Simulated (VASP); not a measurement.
# Ti16PO31 (a cell with a defect) in VASP: electric field gradients with PBE

Aim: the electric field gradients of Ti16PO31 (a cell with a defect) with PBE.

Everything below comes from runs of VASP 6.6.1. Logs are shortened: lines on timing, memory, paths and dates and some standing lists are left out, and cuts for length are marked.

## Step 1: The cell of the first run

The cell holds a defect, 48 atoms: a = 8.573 Å, b = 7.778 Å, c = 8.573 Å, α = 111.91°, β = 111.11°, γ = 109.39°.

## Step 2: Electric field gradients, PBE

INCAR reads:

```
PREC = Accurate
ENCUT = 520
EDIFF = 1E-8
ISMEAR = -1
SIGMA = 0.01
LREAL = Auto
LASPH = True
NELM = 100
ALGO = Normal
ISIF = 2
LWAVE = False
LCHARG = False
GGA = PE
LEFG = True
NELECT = 384.0
NBANDS = 222
```

KPOINTS reads:

```
regular mesh
0
Gamma
  3 3 3
```

POSCAR reads:

```
Ti16PO31
1.0
   -5.2971993865      4.8490000000      4.6827502206
    3.8808006135     -4.8490000000      4.6827502206
    5.2971993865      4.8490000000     -4.6827502206
Ti O P
16 31 1
Direct
    0.1315000000      0.2635000000      0.1770000000
    0.6315000000      0.7635000000      0.1770000000
    0.6315000000      0.2635000000      0.6770000000
    0.1315000000      0.7635000000      0.6770000000
    0.4135000000      0.4865000000      0.6180000000
    0.9135000000      0.9865000000      0.6180000000
    0.9135000000      0.4865000000      0.1180000000
    0.4135000000      0.9865000000      0.1180000000
    0.8685000000      0.7365000000      0.8230000000
    0.3685000000      0.2365000000      0.8230000000
    0.3685000000      0.7365000000      0.3230000000
    0.8685000000      0.2365000000      0.3230000000
    0.5865000000      0.5135000000      0.3820000000
    0.0865000000      0.0135000000      0.3820000000
    0.0865000000      0.5135000000      0.8820000000
    0.5865000000      0.0135000000      0.8820000000
    0.3145000000      0.1690000000      0.2015000000
    0.8145000000      0.6690000000      0.2015000000
    0.8145000000      0.1690000000      0.7015000000
    0.3145000000      0.6690000000      0.7015000000
    0.5325000000      0.5810000000      0.8955000000
    0.0325000000      0.0810000000      0.8955000000
    0.0325000000      0.5810000000      0.3955000000
    0.5325000000      0.0810000000      0.3955000000
    0.6855000000      0.8310000000      0.7985000000
    0.1855000000      0.3310000000      0.7985000000
    0.1855000000      0.8310000000      0.2985000000
    0.6855000000      0.3310000000      0.2985000000
    0.4675000000      0.4190000000      0.1045000000
    0.9675000000      0.9190000000      0.1045000000
    0.9675000000      0.4190000000      0.6045000000
    0.4675000000      0.9190000000      0.6045000000
    0.0950000000      0.9440000000      0.5760000000
    0.0950000000      0.4440000000      0.0760000000
    0.5950000000      0.9440000000      0.0760000000
    0.1320000000      0.3060000000      0.4010000000
    0.6320000000      0.8060000000      0.4010000000
    0.6320000000      0.3060000000      0.9010000000
    0.1320000000      0.8060000000      0.9010000000
    0.4050000000      0.5560000000      0.4240000000
    0.9050000000      0.0560000000      0.4240000000
    0.9050000000      0.5560000000      0.9240000000
    0.4050000000      0.0560000000      0.9240000000
    0.8680000000      0.6940000000      0.5990000000
    0.3680000000      0.1940000000      0.5990000000
    0.3680000000      0.6940000000      0.0990000000
    0.8680000000      0.1940000000      0.0990000000
    0.5950000000      0.4440000000      0.5760000000
```

Potentials or basis: VASP PAW PBE potentials, release 64 (Ti_sv, O, P).

Launch:

```console
cat potpaw_PBE.64/Ti_sv/POTCAR potpaw_PBE.64/O/POTCAR potpaw_PBE.64/P/POTCAR > POTCAR
mpirun -np 1 vasp_std > vasp.out
```

OUTCAR:

```text
PREC = Accurate
   ENCUT = 520
   EDIFF = 1E-8
   ISMEAR = -1
   LREAL = Auto
   LASPH = True
   NELM = 100
   ISIF = 2
   GGA = PE
   NELECT = 384.0

 ion  position               nearest neighbor table
   1  0.132  0.264  0.177-  36 1.82  47 1.92  17 1.92  22 1.93  34 1.96  40 2.11  30 2.27
   2  0.632  0.764  0.177-  37 1.82  46 1.92  18 1.92  21 1.93  35 1.96  41 2.11  29 2.27
   3  0.632  0.264  0.677-  38 1.82  45 1.92  19 1.92  24 1.93  48 1.96  42 2.11  32 2.27
   4  0.132  0.764  0.677-  39 1.82  44 1.92  20 1.92  23 1.93  33 1.96  43 2.11  31 2.27
   5  0.413  0.486  0.618-  48 1.82  40 1.92  21 1.92  20 1.93  36 1.96  45 2.11  25 2.27
   6  0.913  0.986  0.618-  33 1.82  41 1.92  22 1.92  19 1.93  37 1.96  44 2.11  26 2.27
[... 8 lines left out ...]
  15  0.087  0.514  0.882-  42 1.82  34 1.92  31 1.92  26 1.93  46 1.96  39 2.11  19 2.27
  16  0.587  0.014  0.882-  43 1.82  35 1.92  32 1.92  25 1.93  47 1.96  38 2.11  20 2.27
  17  0.315  0.169  0.202-   1 1.92   8 1.93  13 2.27
[... 15 lines left out ...]
  33  0.095  0.944  0.576-   6 1.82  14 1.92   4 1.96  10 2.11
  34  0.095  0.444  0.076-   7 1.82  15 1.92   1 1.96  11 2.11
  35  0.595  0.944  0.076-   8 1.82  16 1.92   2 1.96  12 2.11
  36  0.132  0.306  0.401-   1 1.82  12 1.92   5 1.96  14 2.11
  37  0.632  0.806  0.401-   2 1.82  11 1.92   6 1.96  13 2.11
  38  0.632  0.306  0.901-   3 1.82  10 1.92   7 1.96  16 2.11
  39  0.132  0.806  0.901-   4 1.82   9 1.92   8 1.96  15 2.11
  40  0.405  0.556  0.424-  13 1.82   5 1.92  11 1.96   1 2.11  48 2.32
  41  0.905  0.056  0.424-  14 1.82   6 1.92  12 1.96   2 2.11
  42  0.905  0.556  0.924-  15 1.82   7 1.92   9 1.96   3 2.11
  43  0.405  0.056  0.924-  16 1.82   8 1.92  10 1.96   4 2.11
  44  0.868  0.694  0.599-   9 1.82   4 1.92  13 1.96   6 2.11  48 2.38
  45  0.368  0.194  0.599-  10 1.82   3 1.92  14 1.96   5 2.11  48 2.38
  46  0.368  0.694  0.099-  11 1.82   2 1.92  15 1.96   8 2.11
  47  0.868  0.194  0.099-  12 1.82   1 1.92  16 1.96   7 2.11
  48  0.595  0.444  0.576-   5 1.82  13 1.92   3 1.96   9 2.11  40 2.32  45 2.38  44 2.38  24 2.41

  LATTYP: Found a base centered monoclinic cell.
 ALAT       =    12.1636775739
 B/A-ratio  =     0.7972917681
 C/A-ratio  =     0.7545415393
 COS(beta)  =    -0.6380965937

  Lattice vectors:

 A1 = (  -3.8808006135,  -4.8490000000,  -4.6827502206)
 A2 = (  -3.8808006135,   4.8490000000,  -4.6827502206)
 A3 = (   9.1780000000,   0.0000000000,   0.0000000000)

Analysis of symmetry for initial positions (statically):
=====================================================================
 Subroutine PRICEL returns:
 Original cell was already a primitive cell.

 Routine SETGRP: Setting up the symmetry group for a
 base centered monoclinic supercell.

 Subroutine GETGRP returns: Found  1 space group operations
 (whereof  1 operations were pure point group operations)
 out of a pool of  4 trial point group operations.

The static configuration has the point symmetry C_1 .

Analysis of symmetry for dynamics (positions and initial velocities):
=====================================================================
 Subroutine PRICEL returns:
 Original cell was already a primitive cell.

 Routine SETGRP: Setting up the symmetry group for a
 base centered monoclinic supercell.

 Subroutine GETGRP returns: Found  1 space group operations
 (whereof  1 operations were pure point group operations)
 out of a pool of  4 trial point group operations.

The dynamic configuration has the point symmetry C_1 .

 Subroutine INISYM returns: Found  1 space group operations
 (whereof  1 operations are pure point group operations),
 and found     1 'primitive' translations

----------------------------------------------------------------------------------------

                                     Primitive cell

  volume of cell :     416.8034

  direct lattice vectors                    reciprocal lattice vectors
    -5.297199386  4.849000000  4.682750221     0.000000000  0.103114044  0.106774860
     3.880800613 -4.849000000  4.682750221     0.108956200  0.000000000  0.123252936
     5.297199386  4.849000000 -4.682750221     0.108956200  0.103114044  0.016478076

  length of vectors
     8.573288282  7.778275132  8.573288282     0.148436440  0.164507567  0.150915495

[... 172 lines left out ...]
   NELECT =     384.0000    total number of electrons
   NUPDOWN=      -1.0000    fix difference up-down
   EMIN   =  10.00;   EMAX   =-10.00  energy-range for DOS
   EFERMI =   0.00;   METHOD = LEGACY
   ISMEAR =    -1;   SIGMA  =   0.01  broadening in eV -4-tet -1-fermi 0-gaus
   EFERMI_NEDOS =   21; number of points for ismear=-14 and -15
   IALGO  =     38    algorithm
   IMIX   =      4    mixing-type and parameters
     AMIX     =   0.40;   BMIX     =  1.00
     AMIX_MAG =   1.60;   BMIX_MAG =  1.00
  volume/ion in A,a.u.               =       8.68        58.60
  Fermi-wavevector in a.u.,A,eV,Ry     =   1.592972  3.010281 34.525600  2.537560
  Thomas-Fermi vector in A             =   2.691274
   LORBIT       =      0    0 simple, 1 ext, 2 COOP (PROOUT), +10 PAW based schemes
   GGA     = PE    functional components
   LHFCALC =     F    Hartree Fock is set to
   AEXX    =    0.0000 exact exchange contribution
   IVDW    =     0    specifies the selected vdW correction
   LEPSILON=     F    determine dielectric tensor
   LRPA    =     F    only Hartree local field effects (RPA)
 non-spin polarized calculation
  energy-cutoff  :      520.00
  volume of cell :      416.80
 maximum number of plane-waves:     11262
   NGX = 31   NGY = 29   NGZ = 31

 number of electron     383.9999932 magnetization

 Free energy of the ion-electron system (eV)
  ---------------------------------------------------
  ext. energy  EPLUGINS =         0.00000000
  ---------------------------------------------------
  free energy    TOTEN  =      -385.24679752 eV

  energy without entropy =     -385.24679752  energy(sigma->0) =     -385.24679752

 E-fermi :   8.6540     XC(G=0): -12.6410

 val. band max:        8.2843896137   @ k =   0.3333   0.0000  -0.0000
 cond. band min:       9.2981818753   @ k =   0.0000   0.0000   0.0000
 fundamental gap:      1.0137922615
 Fermi energy:         8.6539715795

 k-point     1 :       0.0000    0.0000    0.0000
  band No.  band energies     occupation
      1     -49.3256      2.00000
      2     -49.3030      2.00000
      3     -49.2915      2.00000
      4     -49.2790      2.00000
      5     -49.2738      2.00000
      6     -49.2691      2.00000
[... 2887 lines left out ...]
    203      10.2761      0.00000
    204      10.3105      0.00000
 [bands above 204 left out]

------------------------ aborting loop because EDIFF is reached ----------------------------------------

  FORCE on cell =-STRESS in cart. coord.  units (eV):
  Direction    XX          YY          ZZ          XY          YZ          ZX
  --------------------------------------------------------------------------------------
  -------------------------------------------------------------------------------------
  Total      111.3929262    141.9354684    145.0923164     -4.0927095     -7.7166415    -33.1350523
  in kB      428.1904420    545.5948867    557.7296982    -15.7322297    -29.6624952   -127.3699612
  external PRESSURE =     510.5050090 kB  Pullay stress =       0.0000000 kB

 VOLUME and BASIS-vectors are now :
 -----------------------------------------------------------------------------
  energy-cutoff  :      520.00
  volume of cell :      416.80
      direct lattice vectors                 reciprocal lattice vectors
    -5.297199386  4.849000000  4.682750221     0.000000000  0.103114044  0.106774860
     3.880800613 -4.849000000  4.682750221     0.108956200  0.000000000  0.123252936
     5.297199386  4.849000000 -4.682750221     0.108956200  0.103114044  0.016478076

 POSITION                                       TOTAL-FORCE (eV/Angst)
 -----------------------------------------------------------------------------------
      1.26361      0.21821      1.02084        -5.752642      0.501487      0.651373
      0.55541      0.21821      5.70359        -6.249236      0.605641      0.617633
      1.26361      5.06721      1.02084        -6.114175      6.900691     -3.536956
      5.85261      0.21821      1.02084        -5.858581      0.970476      0.744514
      2.97129      2.64271      1.32054        13.704206     -4.236410     -6.174969
      2.26309      2.64271      6.00329         6.166724      0.575368     -0.946709
[... 40 lines left out ...]
     -3.32067      3.74828      4.50949        -0.358415     -3.354457      1.255826
      1.62243      3.52522      2.16811        -8.958153      7.104514      2.409327
 -----------------------------------------------------------------------------------
    total drift:                                0.004773      0.004196      0.001147

  FREE ENERGIE OF THE ION-ELECTRON SYSTEM (eV)
  ---------------------------------------------------
  free  energy   TOTEN  =      -385.2467975200 eV

  energy  without entropy=     -385.2467975200  energy(sigma->0) =     -385.24679752

 Electric field gradients (V/A^2)
---------------------------------------------------------------------
 ion       V_xx      V_yy      V_zz      V_xy      V_xz      V_yz
---------------------------------------------------------------------
   1     -18.006   -41.440    59.446   -28.087    41.784     7.058
   2     -18.484   -41.716    60.199   -28.823    42.540     7.611
   3      -2.931   -44.451    47.382   -15.411    34.030    35.033
   4     -17.567   -42.643    60.210   -24.549    43.325     6.391
   5     -17.507   -43.221    60.728    35.684    40.802    -9.669
   6     -18.782   -41.610    60.392    29.115    42.966    -6.209
[... 40 lines left out ...]
  47     -10.685    21.081   -10.397   -12.692    -1.349     8.951
  48      32.468   -19.044   -13.424    12.687    25.821    21.512
---------------------------------------------------------------------

 Electric field gradients after diagonalization (V/A^2)
 (convention: |V_zz| > |V_xx| > |V_yy|)
----------------------------------------------------------------------
 ion       V_xx      V_yy      V_zz     asymmetry (V_yy - V_xx)/ V_zz
----------------------------------------------------------------------
   1     -67.613   -10.280    77.893       0.736
   2     -69.026    -9.960    78.986       0.748
   3     -67.387    -2.801    70.188       0.920
   4     -65.024   -14.665    79.688       0.632
   5     -76.013    -2.360    78.372       0.940
   6     -68.970   -10.574    79.544       0.734
[... 40 lines left out ...]
  47     -15.920   -11.694    27.614       0.153
  48     -38.969   -11.338    50.307       0.549
----------------------------------------------------------------------

           NMR quadrupolar parameters

 Cq : quadrupolar parameter    Cq=e*Q*V_zz/h
 eta: asymmetry parameters     (V_yy - V_xx)/ V_zz
 Q  : nuclear electric quadrupole moment in mb (millibarn)
----------------------------------------------------------------------
 ion       Cq(MHz)       eta       Q (mb)
----------------------------------------------------------------------
   1       0.188       0.736       1.000
   2       0.191       0.748       1.000
   3       0.170       0.920       1.000
   4       0.193       0.632       1.000
   5       0.190       0.940       1.000
   6       0.192       0.734       1.000
[... 40 lines left out ...]
  47       0.067       0.153       1.000
  48       0.122       0.549       1.000
----------------------------------------------------------------------
```

Wall time 46 min (1 thread of Intel Xeon 6975P-C (Granite Rapids), shared host); peak memory 1.1 GiB.

What came out:

```
Free energy                             : -385.2468 eV
Largest force                           : 15.617 eV/Å
Largest electric field gradient by atom : Ti +77.9, +79.0, +70.2, +79.7, +78.4, +79.5, +79.9, +59.7, +78.3, +81.0, +80.3, +86.0, +79.1, +78.2, +77.4 (each value once); O -34.2, -39.2, -36.6, +37.0, -39.5, +41.7, +37.7, -40.1, -38.1, +38.1, +38.6, +36.7, -34.6, +37.2, +44.1, +28.5, +28.2, +28.0, +28.3, +30.5, +31.9, +25.9, +38.0, +31.6, +29.4, +19.6, +27.6 (each value once); P +50.3 V/Å²
```

Forces on the atoms (eV/Å):
```
Ti  -5.753  0.501  0.651
Ti  -6.249  0.606  0.618
Ti  -6.114  6.901 -3.537
Ti  -5.859  0.970  0.745
Ti  13.704 -4.236 -6.175
Ti   6.167  0.575 -0.947
Ti   5.703  0.240 -0.738
Ti   5.566  0.455 -0.821
Ti   7.305  1.416  1.533
Ti   5.980 -0.483 -0.557
Ti   5.934 -0.329 -0.975
Ti   5.852 -0.499 -0.632
Ti  -7.935 -6.396  6.859
Ti  -5.830 -0.831  0.880
Ti  -5.754 -0.922  0.590
Ti  -6.234 -0.883  0.779
O    1.478  0.137  1.031
O    1.796  0.116  1.172
O    1.139  0.596  1.420
O    2.875 -0.644  1.277
O   -0.899  0.409 -1.460
O   -1.597  0.042 -0.905
O   -1.834 -0.041 -1.165
O   -1.957 -0.298 -0.910
O   -0.784 -0.375 -0.866
O   -1.754 -0.082 -1.153
O   -1.801  0.015 -1.107
O   -1.997  0.157 -1.257
O    1.127 -0.728  1.135
O    2.325  0.284  1.063
O    1.545 -0.070  1.135
O    1.555 -0.017  0.837
O   -0.445  3.382  1.258
O   -0.372  3.436  1.215
O   -0.269  3.403  1.196
O    0.167  2.909 -1.483
O    0.584  3.141 -0.955
O    0.888  3.683 -1.476
O    0.172  3.694 -0.976
O    0.747 -4.604 -1.104
O    0.375 -3.383 -1.180
O    0.555 -2.264 -1.192
O    0.465 -3.351 -1.252
O   -0.667 -3.517  2.298
O   -0.254 -3.455  0.245
O   -0.328 -3.408  1.222
O   -0.358 -3.354  1.256
P   -8.958  7.105  2.409
```

Electric field gradients, principal values (V/Å²):
```tsv
atom	least	middle	greatest (by size)
1 Ti	-10.280	-67.613	77.893
2 Ti	-9.960	-69.026	78.986
3 Ti	-2.801	-67.387	70.188
4 Ti	-14.665	-65.024	79.688
5 Ti	-2.360	-76.013	78.372
6 Ti	-10.574	-68.970	79.544
7 Ti	-13.791	-65.919	79.711
8 Ti	-14.071	-65.808	79.878
9 Ti	-0.005	-59.648	59.653
10 Ti	-11.983	-66.340	78.323
11 Ti	-12.644	-68.369	81.013
12 Ti	-13.946	-66.342	80.288
13 Ti	-28.648	-57.397	86.045
14 Ti	-13.519	-65.605	79.124
15 Ti	-10.172	-68.011	78.184
16 Ti	-11.098	-66.321	77.419
17 O	0.871	33.359	-34.231
18 O	0.036	39.189	-39.225
19 O	3.335	33.271	-36.606
20 O	-2.400	-34.620	37.020
21 O	2.752	36.710	-39.462
22 O	-9.635	-32.041	41.676
23 O	-0.205	-37.497	37.702
24 O	13.196	26.903	-40.099
25 O	1.507	36.560	-38.067
26 O	-0.523	-37.572	38.096
27 O	-1.347	-37.238	38.585
28 O	-6.047	-30.652	36.699
29 O	-0.650	-37.077	37.727
30 O	0.105	34.539	-34.644
31 O	-2.110	-35.076	37.186
32 O	-13.366	-30.778	44.144
33 O	-12.252	-16.262	28.514
34 O	-11.702	-16.468	28.169
35 O	-12.110	-15.932	28.042
36 O	-12.384	-15.926	28.310
37 O	-14.088	-16.448	30.537
38 O	-9.721	-22.132	31.853
39 O	-9.593	-16.307	25.901
40 O	-13.177	-24.842	38.019
41 O	-11.916	-16.271	28.187
42 O	-15.166	-16.470	31.636
43 O	-12.748	-16.690	29.438
44 O	-0.903	-27.612	28.515
45 O	-0.238	-19.387	19.625
46 O	-11.209	-16.782	27.992
47 O	-11.694	-15.920	27.614
48 P	-11.338	-38.969	50.307
```

Caveat: the cell carries a net charge on a neutralising background, which shifts energy and pressure; the cell is charged against a uniform background, so pressure and absolute levels hang on convention; without QUAD_EFG the Cq values of the log hold for a quadrupole moment of 1 mb, not for the nuclei.
